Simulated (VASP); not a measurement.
Runs of VASP 6.6.1 on BiMo (zincblende type). The structure is that of space group F-43m (No. 216), or close to it. The cells are those of the table. 

```csv
task,cell,gap on the mesh (eV),pressure (GPa)
electric field gradients,"a = 4.405 Å, angles 60.0°, 2 atoms",none,(a)
single point,"a = 4.495 Å, angles 60.0°, 2 atoms",none,-1.2
electric field gradients,"a = 4.525 Å, angles 60.0°, 2 atoms",none,-2.3
single point,"a = 4.525 Å, angles 60.0°, 2 atoms",none,-2.3
electric field gradients,"a = 4.466 Å, angles 60.0°, 2 atoms",none,0.0
```

Alike in all rows: level PBE; potentials or basis VASP PAW PBE potentials, release 64 (Mo_sv, Bi_d); no spin polarisation; k mesh 11 × 11 × 11; cutoff (eV) 520; smearing fermi-dirac 0.08 eV.

Estimate the missing entries.

(a) 3.0.

Caveats: spin-orbit coupling is left out, which moves the levels of the heavy elements.

A k mesh can miss the band edges, and the runs leave out spin-orbit coupling on Bi, Mo.

A gap of «none» marks levels without a gap at the run's occupations.
